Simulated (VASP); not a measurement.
# Co (P6_3/mmc) in VASP: a series of runs

Runs on Co. Level: LDA. Tasks: single point, relaxation of volume and atoms at fixed shape.

Program: VASP 6.6.1. These are calculated values, not measurements. Logs are shortened: lines on timing, memory, paths and dates and some standing lists are left out, and cuts for length are marked.

## (1) The cell of the first run

Symmetry: P6_3/mmc, No. 194, hexagonal system. Conventional cell: a = 2.422 Å, b = 2.422 Å, c = 3.931 Å, α = 90.00°, β = 90.00°, γ = 120.00°. Co (site symmetry -6m2) has 12 Co at 2.41 to 2.42 Å within 3.2 Å.

## (2) Single point, LDA, collinear spin, ferromagnetic start

Input file INCAR:

```
PREC = Accurate
ENCUT = 690
EDIFF = 1E-6
ISMEAR = -1
SIGMA = 0.1
LREAL = False
LASPH = True
NELM = 200
ALGO = Normal
ISIF = 2
LWAVE = False
LCHARG = True
ISPIN = 2
MAGMOM = 2.5 2.5
LORBIT = 11
LMAXMIX = 4
GGA = CA
LELF = True
LVHAR = True
NBANDS = 28
GGA_COMPAT = False
```

Input file KPOINTS:

```
regular mesh
0
Gamma
  12 12 6
```

Input file POSCAR:

```
Co
1.0
    2.4221031482      0.0000000000      0.0000000000
   -1.2110515741      2.0976028570      0.0000000000
    0.0000000000      0.0000000000      3.9314499493
Co
2
Direct
    0.3333333333      0.6666666667      0.2500000000
    0.6666666667      0.3333333333      0.7500000000
```

Potentials or basis: VASP PAW LDA potentials, release 64 (Co_sv).

Run with:

```sh
cat potpaw_LDA.64/Co_sv/POTCAR > POTCAR
mpirun -np 1 vasp_std > vasp.out
```

OUTCAR:

```text
PREC = Accurate
   ENCUT = 690
   EDIFF = 1E-6
   ISMEAR = -1
   LREAL = False
   LASPH = True
   NELM = 200
   ISIF = 2
   ISPIN = 2
   LORBIT = 11
   GGA = CA

 ion  position               nearest neighbor table
   1  0.333  0.667  0.250-   2 2.41   2 2.41   2 2.41   2 2.41   2 2.41   2 2.41
   2  0.667  0.333  0.750-   1 2.41   1 2.41   1 2.41   1 2.41   1 2.41   1 2.41

  LATTYP: Found a hexagonal cell.
 ALAT       =     2.4221031482
 C/A-ratio  =     1.6231554598

  Lattice vectors:

 A1 = (   2.4221031482,   0.0000000000,   0.0000000000)
 A2 = (  -1.2110515741,   2.0976028570,   0.0000000000)
 A3 = (   0.0000000000,   0.0000000000,   3.9314499493)

Analysis of symmetry for initial positions (statically):
=====================================================================
 Subroutine PRICEL returns:
 Original cell was already a primitive cell.

 Routine SETGRP: Setting up the symmetry group for a
 hexagonal supercell.

 Subroutine GETGRP returns: Found 24 space group operations
 (whereof 12 operations were pure point group operations)
 out of a pool of 24 trial point group operations.

The static configuration has the point symmetry D_3d.
 The point group associated with its full space group is D_6h.

Analysis of symmetry for dynamics (positions and initial velocities):
=====================================================================
 Subroutine PRICEL returns:
 Original cell was already a primitive cell.

 Routine SETGRP: Setting up the symmetry group for a
 hexagonal supercell.

 Subroutine GETGRP returns: Found 24 space group operations
 (whereof 12 operations were pure point group operations)
 out of a pool of 24 trial point group operations.

The dynamic configuration has the point symmetry D_3d.
 The point group associated with its full space group is D_6h.

Analysis of structural, dynamic, and magnetic symmetry:
=====================================================================
 Subroutine PRICEL returns:
 Original cell was already a primitive cell.

 Routine SETGRP: Setting up the symmetry group for a
 hexagonal supercell.

 Subroutine GETGRP returns: Found 24 space group operations
 (whereof 12 operations were pure point group operations)
 out of a pool of 24 trial point group operations.

The overall configuration has the point symmetry D_3d.
 The point group associated with its full space group is D_6h.

 Subroutine INISYM returns: Found 24 space group operations
 (whereof 12 operations are pure point group operations),
 and found     1 'primitive' translations

----------------------------------------------------------------------------------------

                                     Primitive cell

  volume of cell :      19.9742

  direct lattice vectors                    reciprocal lattice vectors
     2.422103148  0.000000000  0.000000000     0.412864333  0.238367334  0.000000000
    -1.211051574  2.097602857  0.000000000     0.000000000  0.476734667  0.000000000
     0.000000000  0.000000000  3.931449949     0.000000000  0.000000000  0.254359082

  length of vectors
     2.422103148  2.422103148  3.931449949     0.476734667  0.476734667  0.254359082

  position of ions in fractional coordinates (direct lattice)
     0.333333333  0.666666667  0.250000000
     0.666666667  0.333333333  0.750000000

  ion indices of the primitive-cell ions
   primitive index   ion index
                 1           1
                 2           2

----------------------------------------------------------------------------------------

 KPOINTS: regular mesh

Automatic generation of k-mesh.
 Grid dimensions read from file:
 generate k-points for:   12   12    6

 Generating k-lattice:

  Cartesian coordinates                     Fractional coordinates (reciprocal lattice)
     0.034405361  0.019863944  0.000000000     0.083333333  0.000000000  0.000000000
     0.000000000  0.039727889  0.000000000     0.000000000  0.083333333  0.000000000
     0.000000000  0.000000000  0.042393180     0.000000000  0.000000000  0.166666667

  Length of vectors
     0.039727889  0.039727889  0.042393180

  Shift w.r.t. Gamma in fractional coordinates (k-lattice)
     0.000000000  0.000000000  0.000000000

 Subroutine IBZKPT returns following result:
 ===========================================

 Found     76 irreducible k-points:

 Following reciprocal coordinates:
            Coordinates               Weight
  0.000000  0.000000  0.000000      1.000000
  0.083333  0.000000  0.000000      6.000000
  0.166667 -0.000000  0.000000      6.000000
  0.250000 -0.000000  0.000000      6.000000
  0.333333 -0.000000  0.000000      6.000000
  0.416667 -0.000000  0.000000      6.000000
[... 16 lines left out ...]
  0.250000 -0.000000  0.166667     12.000000
  0.333333 -0.000000  0.166667     12.000000
 [... further k-points ...]
   k-points           NKPTS =     76   k-points in BZ     NKDIM =     76   number of bands    NBANDS=     28
   number of dos      NEDOS =    301   number of ions     NIONS =      2
   total plane-waves  NPLWV =  20736
   dimension x,y,z NGX =    24 NGY =   24 NGZ =   36
   dimension x,y,z NGXF=    48 NGYF=   48 NGZF=   72
   ions per type =               2
   NGX,Y,Z   is equivalent  to a cutoff of  16.47, 16.47, 15.22 a.u.
   NGXF,Y,Z  is equivalent  to a cutoff of  32.95, 32.95, 30.45 a.u.
 SYSTEM =  unknown system
   PREC   = accura    normal or accurate (medium, high low for compatibility)
   ISTART =      0    job   : 0-new  1-cont  2-samecut
   ICHARG =      2    charge: 1-file 2-atom 10-const
   ISPIN  =      2    spin polarized calculation?
   LNONCOLLINEAR =      F non collinear calculations
   LSORBIT =      F    spin-orbit coupling
   LASPH  =      T    aspherical Exc in radial PAW
   ENCUT  =  690.0 eV  50.71 Ry    7.12 a.u.   5.19  5.19  8.42*2*pi/ulx,y,z
   NELM   =    200;   NELMIN=  2; NELMDL= -5     # of ELM steps
   EDIFF  = 0.1E-05   stopping-criterion for ELM
   LREAL  =      F    real-space projection
   EDIFFG = 0.1E-04   stopping-criterion for IOM
   NSW    =      0    number of steps for IOM
   IBRION =     -1    ionic relax: 0-MD 1-quasi-New 2-CG
   NFREE  =      0    steps in history (QN), initial steepest desc. (CG)
   ISIF   =      2    stress and relaxation
   ISYM   =      2    0-nonsym 1-usesym 2-fastsym
   POTIM  = 0.5000    time-step for ionic-motion
   TEBEG  =    0.0;   TEEND  =   0.0 temperature during run
   PSTRESS=    0.0 pullay stress
   NELECT =      34.0000    total number of electrons
   NUPDOWN=      -1.0000    fix difference up-down
   EMIN   =  10.00;   EMAX   =-10.00  energy-range for DOS
   EFERMI =   0.00;   METHOD = LEGACY
   ISMEAR =    -1;   SIGMA  =   0.10  broadening in eV -4-tet -1-fermi 0-gaus
   EFERMI_NEDOS =   21; number of points for ismear=-14 and -15
   IALGO  =     38    algorithm
   IMIX   =      4    mixing-type and parameters
     AMIX     =   0.40;   BMIX     =  1.00
     AMIX_MAG =   1.60;   BMIX_MAG =  1.00
  volume/ion in A,a.u.               =       9.99        67.40
  Fermi-wavevector in a.u.,A,eV,Ry     =   1.954692  3.693832 51.985403  3.820819
  Thomas-Fermi vector in A             =   2.981213
   LORBIT       =     11    0 simple, 1 ext, 2 COOP (PROOUT), +10 PAW based schemes
   GGA     = CA    functional components
   LHFCALC =     F    Hartree Fock is set to
   AEXX    =    0.0000 exact exchange contribution
   IVDW    =     0    specifies the selected vdW correction
   LEPSILON=     F    determine dielectric tensor
   LRPA    =     F    only Hartree local field effects (RPA)
 spin polarized calculation
  energy-cutoff  :      690.00
  volume of cell :       19.97
 maximum number of plane-waves:       834
 NGX is ok and might be reduce to    24
   NGX = 11   NGY = 11   NGZ = 17

 number of electron      33.9999971 magnetization       2.8389925

 Free energy of the ion-electron system (eV)
  ---------------------------------------------------
  ext. energy  EPLUGINS =         0.00000000
  ---------------------------------------------------
  free energy    TOTEN  =       -16.38729468 eV

  energy without entropy =      -16.31297465  energy(sigma->0) =      -16.35013467

 E-fermi :  12.8910     XC(G=0): -14.8566

 val. band max:       12.8897175983   @ k =   0.2500   0.0833   0.3333
 cond. band min:      12.9175627834   @ k =   0.2500   0.0833   0.1667
 fundamental gap:      0.0278451850
 Fermi energy:        12.8909682973

 spin component 1

 k-point     1 :       0.0000    0.0000    0.0000
  band No.  band energies     occupation
      1     -81.9773      1.00000
      2     -81.8921      1.00000
      3     -45.9932      1.00000
      4     -45.6017      1.00000
      5     -45.6017      1.00000
      6     -45.5398      1.00000
[... 20 lines left out ...]
     27      40.0674      0.00000
     28      40.0674      0.00000

 k-point     2 :       0.0833    0.0000    0.0000
  band No.  band energies     occupation
      1     -81.9724      1.00000
      2     -81.8898      1.00000
      3     -45.9831      1.00000
      4     -45.6236      1.00000
      5     -45.6086      1.00000
      6     -45.5605      1.00000
[... 20 lines left out ...]
     27      41.1951      0.00000
     28      42.4859      0.00000

 k-point     3 :       0.1667   -0.0000    0.0000
  band No.  band energies     occupation
      1     -81.9588      1.00000
      2     -81.8838      1.00000
      3     -45.9548      1.00000
      4     -45.6843      1.00000
      5     -45.6278      1.00000
      6     -45.6222      1.00000
[... 616 lines left out ...]
      3     -45.9035      1.00000
      4     -45.7531      1.00000
      5     -45.7221      1.00000
      6     -45.6475      1.00000
[... 20 lines left out ...]
     27      39.1707      0.00000
     28      39.8121      0.00000

 k-point    24 :       0.3333   -0.0000    0.1667
  band No.  band energies     occupation
      1     -81.9157      1.00000
      2     -81.8733      1.00000
      3     -45.8990      1.00000
      4     -45.8160      1.00000
      5     -45.7843      1.00000
      6     -45.6716      1.00000
[... 20 lines left out ...]
     27      37.4563      0.00000
     28      38.4935      0.00000

 [... further k-points ...]

 spin component 2

 k-point     1 :       0.0000    0.0000    0.0000
  band No.  band energies     occupation
      1     -80.3120      1.00000
      2     -80.2220      1.00000
      3     -44.3913      1.00000
      4     -43.9882      1.00000
      5     -43.9882      1.00000
      6     -43.9208      1.00000
[... 20 lines left out ...]
     27      40.5002      0.00000
     28      40.5002      0.00000

 k-point     2 :       0.0833    0.0000    0.0000
  band No.  band energies     occupation
      1     -80.3069      1.00000
      2     -80.2196      1.00000
      3     -44.3805      1.00000
      4     -44.0116      1.00000
      5     -43.9955      1.00000
      6     -43.9450      1.00000
[... 20 lines left out ...]
     27      41.3159      0.00000
     28      42.9084      0.00000

 k-point     3 :       0.1667   -0.0000    0.0000
  band No.  band energies     occupation
      1     -80.2925      1.00000
      2     -80.2132      1.00000
      3     -44.3501      1.00000
      4     -44.0764      1.00000
      5     -44.0160      1.00000
      6     -44.0109      1.00000
[... 616 lines left out ...]
      3     -44.2968      1.00000
      4     -44.1487      1.00000
      5     -44.1156      1.00000
      6     -44.0370      1.00000
[... 20 lines left out ...]
     27      39.5749      0.00000
     28      40.2391      0.00000

 k-point    24 :       0.3333   -0.0000    0.1667
  band No.  band energies     occupation
      1     -80.2469      1.00000
      2     -80.2021      1.00000
      3     -44.2989      1.00000
      4     -44.2147      1.00000
      5     -44.1765      1.00000
      6     -44.0626      1.00000
[... 20 lines left out ...]
     27      37.8962      0.00000
     28      38.9150      0.00000

 [... further k-points ...]

------------------------ aborting loop because EDIFF is reached ----------------------------------------

  FORCE on cell =-STRESS in cart. coord.  units (eV):
  Direction    XX          YY          ZZ          XY          YZ          ZX
  --------------------------------------------------------------------------------------
  -------------------------------------------------------------------------------------
  Total       -0.0987835     -0.0987835     -0.3915610     -0.0000000      0.0000000      0.0000000
  in kB       -7.9236728     -7.9236728    -31.4080792     -0.0000000      0.0000000      0.0000000
  external PRESSURE =     -15.7518083 kB  Pullay stress =       0.0000000 kB

 VOLUME and BASIS-vectors are now :
 -----------------------------------------------------------------------------
  energy-cutoff  :      690.00
  volume of cell :       19.97
      direct lattice vectors                 reciprocal lattice vectors
     2.422103148  0.000000000  0.000000000     0.412864333  0.238367334  0.000000000
    -1.211051574  2.097602857  0.000000000     0.000000000  0.476734667  0.000000000
     0.000000000  0.000000000  3.931449949     0.000000000  0.000000000  0.254359082

 POSITION                                       TOTAL-FORCE (eV/Angst)
 -----------------------------------------------------------------------------------
     -0.00000      1.39840      0.98286         0.000000      0.000000      0.000000
      1.21105      0.69920      2.94859        -0.000000     -0.000000      0.000000
 -----------------------------------------------------------------------------------
    total drift:                                0.000000     -0.000000      0.000000

  FREE ENERGIE OF THE ION-ELECTRON SYSTEM (eV)
  ---------------------------------------------------
  free  energy   TOTEN  =       -16.3872946826 eV

  energy  without entropy=      -16.3129746485  energy(sigma->0) =      -16.35013467

 total charge

# of ion       s       p       d       tot
------------------------------------------
    1        2.265   6.140   6.734  15.138
    2        2.265   6.140   6.734  15.138
--------------------------------------------------
tot          4.529  12.279  13.469  30.277

 magnetization (x)

# of ion       s       p       d       tot
------------------------------------------
    1       -0.005  -0.010   1.463   1.448
    2       -0.005  -0.010   1.463   1.448
--------------------------------------------------
tot         -0.010  -0.020   2.926   2.896
```

It took 1.8 min on 1 thread of AMD EPYC 7R13 (Zen 3), shared host; peak memory 0.17 GiB.

Results:

| Property | Result |
| --- | --- |
| Free energy | -16.3873 eV |
| Pressure | -1.6 GPa |
| Net moment | 2.84 μB per cell |
| Site moments | Co +1.45 μB |
| Valence electrons inside the program's atomic spheres | Co 15.14 |

(Part 1 of 2 ends here.)
